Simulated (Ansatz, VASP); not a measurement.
One calculation of BAs, two programs

File INCAR:

```
ALGO = Normal
EDIFF = 1E-6
ENCUT = 500
GGA = PE
GGA_COMPAT = False
ISIF = 2
ISMEAR = 0
LASPH = True
LCHARG = False
LREAL = False
LWAVE = False
NBANDS = 11
NELM = 120
PREC = Accurate
SIGMA = 0.01
```

KPOINTS

```
k-points
0
Gamma
  8 8 8
```

The input POSCAR:

```
BAs
1.0
    0.0000000000      2.3553216497      2.3553216497
    2.3553216497      0.0000000000      2.3553216497
    2.3553216497      2.3553216497      0.0000000000
B As
1 1
Direct
    0.0000000000      0.0000000000      0.0000000000
    0.2500000000      0.2500000000      0.2500000000
```

Input for Ansatz:

```yaml
crystal:
  lattice:
    - [0.0, 2.3553216497, 2.3553216497]
    - [2.3553216497, 0.0, 2.3553216497]
    - [2.3553216497, 2.3553216497, 0.0]
  atoms:
    - { symbol: B, position: [0.0, 0.0, 0.0] }
    - { symbol: As, position: [0.25, 0.25, 0.25] }
kpoints:
  mp_grid: { grid: [8, 8, 8] }
hamiltonian:
  xc: pbe
scf:
  occupations: { method: fixed }
  n_extra_bands: 4
output:
  forces: true
  stress: true
  eigenvalues: true
```

Alike in both runs: task single point; functional PBE; k mesh 8 × 8 × 8; no spin polarisation.

|  | VASP | Ansatz |
| --- | --- | --- |
| version | VASP 6.6.1 | Ansatz 0.2.0 |
| potentials or method | VASP PAW PBE potentials, release 64 (B, As) | plane waves, PAW |
| plane-wave cutoff (eV) | 500 | 420 |
| occupations | gaussian, width 0.01 eV | fixed |
| valence electrons in the cell | 8 | 18 |

Ansatz gave:

* gap on the k mesh at the Fermi level (eV): 1.16
* pressure (GPa): 9.3

Question: Which values does VASP return?

Answer: gap on the k mesh at the Fermi level (eV): 1.15; pressure (GPa): 10.1.

VASP's potentials hold 8 valence electrons a cell and Ansatz's 18, so a difference there can come from the potentials and not from the codes.
